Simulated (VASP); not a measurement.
# CdO2 (Pa-3) in VASP: relaxation of cell and atoms with r2SCAN

Aim: the relaxation of cell and atoms of CdO2 with r2SCAN.

All numbers are computed with VASP 6.6.1; they aren't measurements. Logs are shortened: lines on timing, memory, paths and dates and some standing lists are left out, and cuts for length are marked.

## 1. The cell of the first run

The structure is cubic, space group Pa-3 (No. 205). Conventional cell: a = 5.405 Å, b = 5.405 Å, c = 5.405 Å, α = 90.00°, β = 90.00°, γ = 90.00°. Within 3.2 Å of Cd (site symmetry -3) lie 12 O at 2.35 to 3.20 Å. Within 2.0 Å of O (site symmetry 3) lie 1 O at 1.50 Å.

## 2. Relaxation of cell and atoms, r2SCAN

File POSCAR:

```
CdO2
1.0
    5.4047170000      0.0000000000      0.0000000000
    0.0000000000      5.4047170000      0.0000000000
    0.0000000000      0.0000000000      5.4047170000
Cd O
4 8
Direct
    0.5000000000      0.0000000000      0.0000000000
    0.0000000000      0.0000000000      0.5000000000
    0.0000000000      0.5000000000      0.0000000000
    0.5000000000      0.5000000000      0.5000000000
    0.0803240000      0.4196760000      0.5803240000
    0.4196760000      0.5803240000      0.0803240000
    0.5803240000      0.0803240000      0.4196760000
    0.9196760000      0.9196760000      0.9196760000
    0.0803240000      0.0803240000      0.0803240000
    0.4196760000      0.9196760000      0.5803240000
    0.5803240000      0.4196760000      0.9196760000
    0.9196760000      0.5803240000      0.4196760000
```

File INCAR.step1:

```
  PREC = Accurate
  ENCUT = 600
  ISMEAR = 0
  SIGMA = 0.1
  LREAL = False
  LASPH = True
  NELM = 80
  GGA = PE
  ALGO = Normal
  EDIFF = 1E-4
  LWAVE = True
  LCHARG = False
```

File INCAR.step2:

```
  PREC = Accurate
  ENCUT = 600
  EDIFF = 1E-6
  ISMEAR = 0
  SIGMA = 0.1
  LREAL = False
  LASPH = True
  NELM = 80
  ALGO = Normal
  ISIF = 3
  LWAVE = False
  LCHARG = False
  METAGGA = R2SCAN
  LMIXTAU = True
  IBRION = 2
  NSW = 90
  EDIFFG = -0.04
  ISTART = 1
```

File KPOINTS:

```
regular mesh
0
Gamma
  4 4 4
```

Potentials or basis: VASP PAW PBE potentials, release 64 (Cd, O).

Started as:

```
> cat potpaw_PBE.64/Cd/POTCAR potpaw_PBE.64/O/POTCAR > POTCAR
> cp INCAR.step1 INCAR
> mpirun -np 1 vasp_std > vasp.out
> cp INCAR.step2 INCAR
> mpirun -np 1 vasp_std > vasp.out
```

OUTCAR:

```text
PREC = Accurate
   ENCUT = 600
   EDIFF = 1E-6
   ISMEAR = 0
   LREAL = False
   LASPH = True
   NELM = 80
   ISIF = 3
   METAGGA = R2SCAN
   IBRION = 2
   NSW = 90
   EDIFFG = -0.04
   ISTART = 1

 ion  position               nearest neighbor table
   1  0.500  0.000  0.000-   6 2.35   7 2.35   8 2.35   9 2.35  10 2.35  11 2.35
   2  0.000  0.000  0.500-   5 2.35   7 2.35   8 2.35   9 2.35  10 2.35  12 2.35
   3  0.000  0.500  0.000-   5 2.35   6 2.35   8 2.35   9 2.35  11 2.35  12 2.35
   4  0.500  0.500  0.500-   5 2.35   6 2.35   7 2.35  10 2.35  11 2.35  12 2.35
   5  0.080  0.420  0.580-  12 1.50   3 2.35   4 2.35   2 2.35
   6  0.420  0.580  0.080-  11 1.50   3 2.35   4 2.35   1 2.35
   7  0.580  0.080  0.420-  10 1.50   2 2.35   4 2.35   1 2.35
   8  0.920  0.920  0.920-   9 1.50   2 2.35   3 2.35   1 2.35
   9  0.080  0.080  0.080-   8 1.50   2 2.35   3 2.35   1 2.35
  10  0.420  0.920  0.580-   7 1.50   2 2.35   4 2.35   1 2.35
  11  0.580  0.420  0.920-   6 1.50   3 2.35   4 2.35   1 2.35
  12  0.920  0.580  0.420-   5 1.50   3 2.35   4 2.35   2 2.35

  LATTYP: Found a simple cubic cell.
 ALAT       =     5.4047170000

  Lattice vectors:

 A1 = (   5.4047170000,   0.0000000000,   0.0000000000)
 A2 = (   0.0000000000,   5.4047170000,   0.0000000000)
 A3 = (   0.0000000000,   0.0000000000,   5.4047170000)

Analysis of symmetry for initial positions (statically):
=====================================================================
 Subroutine PRICEL returns:
 Original cell was already a primitive cell.

 Routine SETGRP: Setting up the symmetry group for a
 simple cubic supercell.

 Subroutine GETGRP returns: Found 24 space group operations
 (whereof  6 operations were pure point group operations)
 out of a pool of 48 trial point group operations.

The static configuration has the point symmetry S_6 .
 The point group associated with its full space group is T_h .

Analysis of symmetry for dynamics (positions and initial velocities):
=====================================================================
 Subroutine PRICEL returns:
 Original cell was already a primitive cell.

 Routine SETGRP: Setting up the symmetry group for a
 simple cubic supercell.

 Subroutine GETGRP returns: Found 24 space group operations
 (whereof  6 operations were pure point group operations)
 out of a pool of 48 trial point group operations.

The dynamic configuration has the point symmetry S_6 .
 The point group associated with its full space group is T_h .

 Subroutine INISYM returns: Found 24 space group operations
 (whereof  6 operations are pure point group operations),
 and found     1 'primitive' translations

----------------------------------------------------------------------------------------

                                     Primitive cell

  volume of cell :     157.8770

  direct lattice vectors                    reciprocal lattice vectors
     5.404717000  0.000000000  0.000000000     0.185023564  0.000000000  0.000000000
     0.000000000  5.404717000  0.000000000     0.000000000  0.185023564  0.000000000
     0.000000000  0.000000000  5.404717000     0.000000000  0.000000000  0.185023564

  length of vectors
     5.404717000  5.404717000  5.404717000     0.185023564  0.185023564  0.185023564

  position of ions in fractional coordinates (direct lattice)
     0.500000000  0.000000000  0.000000000
     0.000000000  0.000000000  0.500000000
     0.000000000  0.500000000  0.000000000
     0.500000000  0.500000000  0.500000000
     0.080324000  0.419676000  0.580324000
     0.419676000  0.580324000  0.080324000
     0.580324000  0.080324000  0.419676000
     0.919676000  0.919676000  0.919676000
     0.080324000  0.080324000  0.080324000
     0.419676000  0.919676000  0.580324000
     0.580324000  0.419676000  0.919676000
     0.919676000  0.580324000  0.419676000

  ion indices of the primitive-cell ions
   primitive index   ion index
                 1           1
                 2           2
                 3           3
                 4           4
                 5           5
                 6           6
                 7           7
                 8           8
                 9           9
                10          10
                11          11
                12          12

----------------------------------------------------------------------------------------

 KPOINTS: regular mesh

Automatic generation of k-mesh.
 Grid dimensions read from file:
 generate k-points for:    4    4    4

 Generating k-lattice:

  Cartesian coordinates                     Fractional coordinates (reciprocal lattice)
     0.046255891  0.000000000  0.000000000     0.250000000  0.000000000  0.000000000
     0.000000000  0.046255891  0.000000000     0.000000000  0.250000000  0.000000000
     0.000000000  0.000000000  0.046255891     0.000000000  0.000000000  0.250000000

  Length of vectors
     0.046255891  0.046255891  0.046255891

  Shift w.r.t. Gamma in fractional coordinates (k-lattice)
     0.000000000  0.000000000  0.000000000

 Subroutine IBZKPT returns following result:
 ===========================================

 Found     11 irreducible k-points:

 Following reciprocal coordinates:
            Coordinates               Weight
  0.000000  0.000000  0.000000      1.000000
  0.250000  0.000000  0.000000      6.000000
  0.500000  0.000000  0.000000      3.000000
  0.250000  0.250000  0.000000     12.000000
  0.500000  0.250000  0.000000      6.000000
 -0.250000  0.500000  0.000000      6.000000
  0.500000  0.500000  0.000000      3.000000
  0.250000  0.250000  0.250000      8.000000
  0.500000  0.250000  0.250000     12.000000
  0.500000  0.500000  0.250000      6.000000
  0.500000  0.500000  0.500000      1.000000
   k-points           NKPTS =     11   k-points in BZ     NKDIM =     11   number of bands    NBANDS=     57
   number of dos      NEDOS =    301   number of ions     NIONS =     12
   total plane-waves  NPLWV = 110592
   dimension x,y,z NGX =    48 NGY =   48 NGZ =   48
   dimension x,y,z NGXF=    96 NGYF=   96 NGZF=   96
   ions per type =               4   8
   NGX,Y,Z   is equivalent  to a cutoff of  14.76, 14.76, 14.76 a.u.
   NGXF,Y,Z  is equivalent  to a cutoff of  29.53, 29.53, 29.53 a.u.
 SYSTEM =  unknown system
   PREC   = accura    normal or accurate (medium, high low for compatibility)
   ISTART =      1    job   : 0-new  1-cont  2-samecut
   ICHARG =      0    charge: 1-file 2-atom 10-const
   ISPIN  =      1    spin polarized calculation?
   LNONCOLLINEAR =      F non collinear calculations
   LSORBIT =      F    spin-orbit coupling
   LASPH  =      T    aspherical Exc in radial PAW
   ENCUT  =  600.0 eV  44.10 Ry    6.64 a.u.  10.79 10.79 10.79*2*pi/ulx,y,z
   NELM   =     80;   NELMIN=  2; NELMDL=  0     # of ELM steps
   EDIFF  = 0.1E-05   stopping-criterion for ELM
   LREAL  =      F    real-space projection
   EDIFFG = -.4E-01   stopping-criterion for IOM
   NSW    =     90    number of steps for IOM
   IBRION =      2    ionic relax: 0-MD 1-quasi-New 2-CG
   NFREE  =      1    steps in history (QN), initial steepest desc. (CG)
   ISIF   =      3    stress and relaxation
   ISYM   =      2    0-nonsym 1-usesym 2-fastsym
   POTIM  = 0.5000    time-step for ionic-motion
   TEBEG  =    0.0;   TEEND  =   0.0 temperature during run
   PSTRESS=    0.0 pullay stress
   NELECT =      96.0000    total number of electrons
   NUPDOWN=      -1.0000    fix difference up-down
   EMIN   =  10.00;   EMAX   =-10.00  energy-range for DOS
   EFERMI =   0.00;   METHOD = LEGACY
   ISMEAR =     0;   SIGMA  =   0.10  broadening in eV -4-tet -1-fermi 0-gaus
   EFERMI_NEDOS =   21; number of points for ismear=-14 and -15
   IALGO  =     38    algorithm
   IMIX   =      4    mixing-type and parameters
     AMIX     =   0.40;   BMIX     =  1.00
     AMIX_MAG =   1.60;   BMIX_MAG =  1.00
  volume/ion in A,a.u.               =      13.16        88.78
  Fermi-wavevector in a.u.,A,eV,Ry     =   1.386944  2.620944 26.172356  1.923614
  Thomas-Fermi vector in A             =   2.511212
   LORBIT       =      0    0 simple, 1 ext, 2 COOP (PROOUT), +10 PAW based schemes
   METAGGA = R2SCAN    functional components
   LHFCALC =     F    Hartree Fock is set to
   AEXX    =    0.0000 exact exchange contribution
   IVDW    =     0    specifies the selected vdW correction
   LEPSILON=     F    determine dielectric tensor
   LRPA    =     F    only Hartree local field effects (RPA)
 conjugate gradient relaxation of ions
 non-spin polarized calculation
 Gauss-broadening in eV      SIGMA  =   0.10
  energy-cutoff  :      600.00
  volume of cell :      157.88
 maximum number of plane-waves:      5294
 NGX is ok and might be reduce to    48
   NGX = 21   NGY = 21   NGZ = 21

--------------------------------------- Ionic step        1  -------------------------------------------

 number of electron      96.0000005 magnetization

 Free energy of the ion-electron system (eV)
  ---------------------------------------------------
  ext. energy  EPLUGINS =         0.00000000
  ---------------------------------------------------
  free energy    TOTEN  =      -136.18129695 eV

  energy without entropy =     -136.18129695  energy(sigma->0) =     -136.18129695

------------------------ aborting loop because EDIFF is reached ----------------------------------------

  FORCE on cell =-STRESS in cart. coord.  units (eV):
  Direction    XX          YY          ZZ          XY          YZ          ZX
  --------------------------------------------------------------------------------------
  -------------------------------------------------------------------------------------
  Total       -4.8702312     -4.8702312     -4.8702312      0.0000000     -0.0000000      0.0000000
  in kB      -49.4243859    -49.4243859    -49.4243859      0.0000000     -0.0000000      0.0000000
  external PRESSURE =     -49.4243859 kB  Pullay stress =       0.0000000 kB
[... 169 lines left out ...]
  energy  without entropy=     -136.2812711081  energy(sigma->0) =     -136.28127111

--------------------------------------- Ionic step        5  -------------------------------------------

 number of electron      96.0000034 magnetization

 Free energy of the ion-electron system (eV)
  ---------------------------------------------------
  ext. energy  EPLUGINS =         0.00000000
  ---------------------------------------------------
  free energy    TOTEN  =      -136.28840587 eV

  energy without entropy =     -136.28840587  energy(sigma->0) =     -136.28840587

 E-fermi :   2.4221     XC(G=0): -11.4985

 val. band max:        1.8945840684   @ k =   0.0000   0.0000   0.0000
 cond. band min:       3.7968212735   @ k =   0.2500   0.0000   0.0000
 fundamental gap:      1.9022372050
 Fermi energy:         2.4220508469

 k-point     1 :       0.0000    0.0000    0.0000
  band No.  band energies     occupation
      1     -20.8313      2.00000
      2     -20.5168      2.00000
      3     -20.5168      2.00000
      4     -20.5168      2.00000
      5     -14.5493      2.00000
      6     -14.5493      2.00000
[... 688 lines left out ...]
  FREE ENERGIE OF THE ION-ELECTRON SYSTEM (eV)
  ---------------------------------------------------
  free  energy   TOTEN  =      -136.2884058674 eV

  energy  without entropy=     -136.2884058674  energy(sigma->0) =     -136.28840587

 reached required accuracy - stopping structural energy minimisation
```

Wall time 39 min (1 thread of Oxide Virtual Turin-like, shared host); peak memory 0.38 GiB.

Results:

- Free energy: -136.2884 eV
- Relaxed volume: 12.60 Å³/atom
- Relaxed cell: a = 5.327 Å, b = 5.327 Å, c = 5.327 Å, α = 90.00°, β = 90.00°, γ = 90.00°
- Space group after relaxing (to 0.1 Å): Pa-3 (No. 205)
- Energy gained by relaxing: 8.9 meV/atom
- Ionic steps: 5
- Pressure after relaxing: 0.0 GPa
- Band gap on the k mesh: 1.90 eV (least direct gap 1.96 eV)

Forces on the atoms (eV/Å):
```
Cd   0.000  0.000  0.000
Cd   0.000  0.000  0.000
Cd   0.000  0.000  0.000
Cd   0.000  0.000  0.000
O    0.001 -0.001  0.001
O   -0.001  0.001  0.001
O    0.001  0.001 -0.001
O   -0.001 -0.001 -0.001
O    0.001  0.001  0.001
O   -0.001 -0.001  0.001
O    0.001 -0.001 -0.001
O   -0.001  0.001 -0.001
```

Step by step:
```
step  energy change (eV)  largest force (eV/Å)  pressure (GPa)  volume (Å³)
   1              0.0000                0.0073           -4.94       157.88
   2             -0.0743                0.4552            2.73       148.78
   3             -0.0989                0.2985           -0.03       151.70
   4             -0.1000                0.2638            0.12       150.68
   5             -0.1071                0.0026            0.04       151.18
```

Final structure:
```
Cd O
1.0
     5.32714    0.00000    0.00000
     0.00000    5.32714    0.00000
     0.00000    0.00000    5.32714
Cd O
4 8
Direct
  0.50000 0.00000 0.00000
  0.00000 0.00000 0.50000
  0.00000 0.50000 0.00000
  0.50000 0.50000 0.50000
  0.08104 0.41896 0.58104
  0.41896 0.58104 0.08104
  0.58104 0.08104 0.41896
  0.91896 0.91896 0.91896
  0.08104 0.08104 0.08104
  0.41896 0.91896 0.58104
  0.58104 0.41896 0.91896
  0.91896 0.58104 0.41896
```

Caveat: the PAW data sets were made with another functional, which shifts forces and pressure a little.
